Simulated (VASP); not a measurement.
Crystal: SiC.

```
CELL_PARAMETERS angstrom
0.00000 2.17805 2.17805
2.17805 0.00000 2.17805
2.17805 2.17805 0.00000
ATOMIC_POSITIONS crystal
Si 0.00000 0.00000 0.00000
C 0.25000 0.25000 0.25000
```

Program: VASP 6.6.1. Alike in all runs: task single point; no spin polarisation; cell as given; cutoff (eV) 520; smearing gaussian 0.01 eV.

Order these runs on this cell by their pressure, lowest first.
A. level PBE; potentials or basis VASP PAW PBE potentials, release 64 (Si, C); k mesh 6 × 6 × 6
B. level r2SCAN; potentials or basis VASP PAW PBE potentials, release 64 (Si, C); k mesh 10 × 10 × 10
C. level PBE0; potentials or basis VASP PAW PBE potentials, release 64 (Si, C); k mesh 8 × 8 × 8; grid for exact exchange (PRECFOCK) Normal
D. level LDA; potentials or basis VASP PAW LDA potentials, release 64 (Si, C); k mesh 10 × 10 × 10

D (-3.7 GPa), C (-1.7 GPa), B (-0.1 GPa), A (3.5 GPa).

Caveats: the PAW data sets were made with another functional, which shifts forces and pressure a little (some runs).
